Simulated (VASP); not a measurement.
# Al: single point with PBEsol

Al:

```
CELL_PARAMETERS angstrom
3.01800 0.00000 0.00000
0.00000 3.01800 0.00000
0.00000 0.00000 3.01800
ATOMIC_POSITIONS crystal
Al 0.00000 0.00000 0.00000
```

| Quantity | Value |
| --- | --- |
| Program | VASP 6.6.1 |
| Task | single point |
| Functional | PBEsol |
| Potentials or basis | VASP PAW PBE potentials, release 64 (Al) |
| Cutoff | 520 eV |
| k mesh | 10 × 10 × 10 |
| Occupations | fermi-dirac, width 0.1 eV |
| Spin | no spin polarisation |

- Pressure: -9.6 GPa

Levels at points of the mesh, in eV from the Fermi level:
| k point | band 1 | band 2 | band 3 | band 4 |
| --- | --- | --- | --- | --- |
| (0.00, 0.00, 0.00) | -7.98 | 7.02 | 7.02 | 7.02 |
| (0.50, 0.00, 0.00) | -4.80 | -3.04 | 9.25 | 9.41 |
| (0.50, 0.50, 0.00) | -1.32 | -0.40 | -0.40 | 2.63 |
| (0.50, 0.50, 0.50) | 2.06 | 2.06 | 2.06 | 3.17 |

Wall time 7.6 s on 1 thread of Intel Xeon 8259CL, with other jobs on the host, peak memory 0.13 GiB.

Caveat: the PAW data sets were made with another functional, which shifts forces and pressure a little.
